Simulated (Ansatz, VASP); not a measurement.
**LiGe2P3 in VASP and in Ansatz**

```
Li Ge P
1.0
     3.74373    0.00000    0.00000
     0.00000    3.74373    0.00000
     0.00000    0.00000    7.02943
Li Ge P
1 2 3
Cartesian
  0.0000 0.0000 0.0000
  0.0000 1.8719 4.7471
  1.8719 0.0000 2.2823
  0.0000 1.8719 2.1111
  1.8719 0.0000 4.9183
  1.8719 1.8719 0.0000
```

Alike in both runs: functional PBE; k mesh 6 × 6 × 2; occupations gaussian, width 0.1 eV; no spin polarisation.

Ansatz relaxed the structure, and its values are those at the end. VASP's run is a single point on that final structure, the one shown.

|  | VASP | Ansatz |
| --- | --- | --- |
| version | VASP 6.6.1 | Ansatz 0.2.0 |
| potentials or method | VASP PAW PBE potentials, release 64 (Li_sv, Ge_d, P), cutoff 520 eV | scalar-relativistic, plane waves, PAW |
| valence electrons in the cell | 46 | 46 |

|  | VASP | Ansatz | Ansatz less VASP |
| --- | --- | --- | --- |
| gap on the k mesh at the Fermi level (eV) | none | none | - |
| rms of the force components (eV/Å) | 0.010 | 0.009 | -0.0009 |

A gap of «none» marks a metal or a gap that the smearing closes. With one functional, cell and mesh, what is left measures potentials, basis and numerics.

The k mesh is coarse, so the values compare programs but aren't converged. Noted on VASP's run: the cutoff is short for stress, so the pressure is rough.
